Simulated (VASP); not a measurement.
A run of VASP 6.6.1 is set up as follows.

File POSCAR:

```
HfO2
1.0
    0.0000000000      2.5336800047      2.5336800047
    2.5336800047      0.0000000000      2.5336800047
    2.5336800047      2.5336800047      0.0000000000
Hf O
1 2
Direct
    0.0000000000      0.0000000000      0.0000000000
    0.7500000000      0.7500000000      0.7500000000
    0.2500000000      0.2500000000      0.2500000000
```

Contents of INCAR.step1:

```
SYSTEM = HfO2
ALGO = Normal
EDIFF = 1E-4
ENCUT = 520
GGA = PE
ISMEAR = -1
LASPH = .TRUE.
LCHARG = .FALSE.
LDAU = .TRUE.
LDAUJ = 0 0
LDAUL = 2 -1
LDAUTYPE = 2
LDAUU = 1 0
LMAXMIX = 4
LREAL = .FALSE.
LWAVE = .TRUE.
NBANDS = 18
NELM = 150
PREC = Accurate
SIGMA = 0.05
```

The input INCAR.step2:

```
SYSTEM = HfO2
ALGO = Normal
EDIFF = 1E-6
ENCUT = 520
ISIF = 2
ISMEAR = -1
ISTART = 1
LASPH = .TRUE.
LCHARG = .FALSE.
LDAU = .TRUE.
LDAUJ = 0 0
LDAUL = 2 -1
LDAUPRINT = 1
LDAUTYPE = 2
LDAUU = 1 0
LMAXMIX = 4
LMIXTAU = .TRUE.
LREAL = .FALSE.
LWAVE = .FALSE.
METAGGA = R2SCAN
NBANDS = 18
NELM = 150
PREC = Accurate
SIGMA = 0.05
```

Contents of KPOINTS:

```
k-points
0
G
  9 9 9
  0 0 0
```

Potentials or basis: VASP PAW PBE potentials, release 64 (Hf_pv, O).

Run with:

```bash
$ cat potpaw_PBE.64/Hf_pv/POTCAR potpaw_PBE.64/O/POTCAR > POTCAR
$ cp INCAR.step1 INCAR
$ mpirun -np 1 vasp_std > vasp.out
$ cp INCAR.step2 INCAR
$ mpirun -np 1 vasp_std > vasp.out
```

Problem. What does it give for the pressure?

Solution. -2.5 GPa.

Problem. What does it give for the band gap on the k mesh?

Solution. 4.55 eV, indirect (least direct gap 4.66 eV).

Eigenvalues of the final occupation matrices:
```
    site  spin  trace               eigenvalues
site 1 d     1   0.66  0.06 0.06 0.18 0.18 0.18
site 1 d     2   0.66  0.06 0.06 0.18 0.18 0.18
```

Caveat: the PAW data sets were made with another functional, which shifts forces and pressure a little; spin-orbit coupling is left out, which moves the levels of the heavy elements. A k mesh can miss the band edges.
